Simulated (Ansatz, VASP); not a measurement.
## One calculation of Ca, two programs

INCAR

```
ALGO     = Normal         # electronic algorithm
EDIFF    = 1E-6           # SCF threshold, eV
ENCUT    = 520            # plane-wave cutoff, eV
GGA      = PE             # functional
ISIF     = 2              # what is computed and relaxed
ISMEAR   = -1             # smearing method
LASPH    = T              # aspherical terms in the spheres
LCHARG   = F              # write CHGCAR
LREAL    = F              # projectors in reciprocal space
LWAVE    = F              # write WAVECAR
NBANDS   = 17             # bands
NELM     = 80             # most SCF steps
PREC     = Accurate       # precision mode
SIGMA    = 0.05           # smearing width, eV
```

KPOINTS

```
k-points
0
Gamma
  12 12 12
```

The input POSCAR:

```
Ca
1.0
   -3.3550059606      3.3550059606      1.8163483468
    3.3550059606     -3.3550059606      1.8163483468
    3.3550059606      3.3550059606     -1.8163483468
Ca
2
Direct
   -0.3750000000     -0.1250000000     -0.2500000000
    0.3750000000      0.1250000000      0.2500000000
```

Input for Ansatz:

```yaml
crystal:
  lattice:
    - [-3.3550059606, 3.3550059606, 1.8163483468]
    - [3.3550059606, -3.3550059606, 1.8163483468]
    - [3.3550059606, 3.3550059606, -1.8163483468]
  atoms:
    - { symbol: Ca, position: [-0.375, -0.125, -0.25] }
    - { symbol: Ca, position: [0.375, 0.125, 0.25] }
kpoints:
  mp_grid: { grid: [12, 12, 12] }
scf:
  occupations: { method: fermi_dirac, width: 0.05 }
hamiltonian:
  xc: pbe
  pseudopotentials: { kind: all_electron, lapw: { basis_error: 0.001 } }
output:
  forces: true
  stress: true
  eigenvalues: true
  populations: true
```

Change from the starting cell: volume scaled by 0.95, LAPW.

Alike in both runs: task single point; functional PBE; k mesh 12 × 12 × 12; occupations fermi-dirac, width 0.05 eV; no spin polarisation.

|  | VASP | Ansatz |
| --- | --- | --- |
| version | VASP 6.6.1 | Ansatz 0.2.0 |
| potentials or method | VASP PAW PBE potentials, release 64 (Ca_sv), cutoff 520 eV | all-electron LAPW, scalar-relativistic |

```tsv
	VASP	Ansatz	Ansatz less VASP
pressure (GPa)	0.7	0.7	-0.01
```

Ansatz ran all-electron here, and VASP with PAW potentials.
